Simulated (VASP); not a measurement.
Set up this calculation in VASP 6.6.1, as the native input.

```
Task                   : relaxation of cell and atoms
Functional             : PBE
Potentials or basis    : VASP PAW PBE potentials, release 64 (Cs_sv, Tl_d, H)
Cutoff                 : 600 eV
k mesh                 : 8 × 8 × 10
Occupations            : gaussian, width 0.1 eV
Spin                   : no spin polarisation
Dipole correction      : no
Further INCAR settings : ALGO = Normal; EDIFF = 1e-07; IBRION = 2; EDIFFG = -0.01; NSW = 100; ISIF = 3
```

The structure of CsTlH2 lies in POSCAR:

```
CsTlH2
1.0
    5.4450000000      0.0000000000      0.0000000000
    0.0000000000      5.4450000000      0.0000000000
    0.0000000000      0.0000000000      4.5102633000
Cs Tl H
1 1 2
Direct
    0.5000000000      0.5000000000      0.5000000000
    0.0000000000      0.0000000000      0.0000000000
    0.5000000000      0.0000000000      0.0000000000
    0.0000000000      0.5000000000      0.0000000000
```

These files were run (other wordings do the same):

INCAR

```
ALGO = Normal
EDIFF = 1E-7
EDIFFG = -0.01
ENCUT = 600
GGA = PE
IBRION = 2
ISIF = 3
ISMEAR = 0
LASPH = True
LCHARG = False
LREAL = False
LWAVE = False
NELM = 100
NSW = 100
PREC = Accurate
SIGMA = 0.1
```

KPOINTS

```
k-points
0
Gamma
  8 8 10
```

Potentials or basis: VASP PAW PBE potentials, release 64 (Cs_sv, Tl_d, H).

Run with:

```sh
$ cat potpaw_PBE.64/Cs_sv/POTCAR potpaw_PBE.64/Tl_d/POTCAR potpaw_PBE.64/H/POTCAR > POTCAR
$ mpirun -np 1 vasp_std > vasp.out
```

Results of the run:

The relaxed volume is 23.21 Å³/atom. The relaxed cell is a = 4.844 Å, b = 4.844 Å, c = 3.956 Å, α = 90.00°, β = 90.00°, γ = 90.00°. The space group after relaxing (to 0.05 Å) is P4/mmm (No. 123) and the energy gained by relaxing is 88.0 meV/atom. The ionic steps are 13, the pressure after relaxing is 0.0 GPa and the band gap on the k mesh is zero (band 12 reaches 3.36 eV, above the bottom of band 13 at 2.15 eV).

Caveat: the volume moved by over 15 % at a fixed basis, so the end points are rough; spin-orbit coupling is left out, which moves the levels of the heavy elements.

Run time: 15 min on 1 thread of Intel(R) Xeon(R) 6975P-C (Granite Rapids) (shared host), peak memory 0.53 GiB.
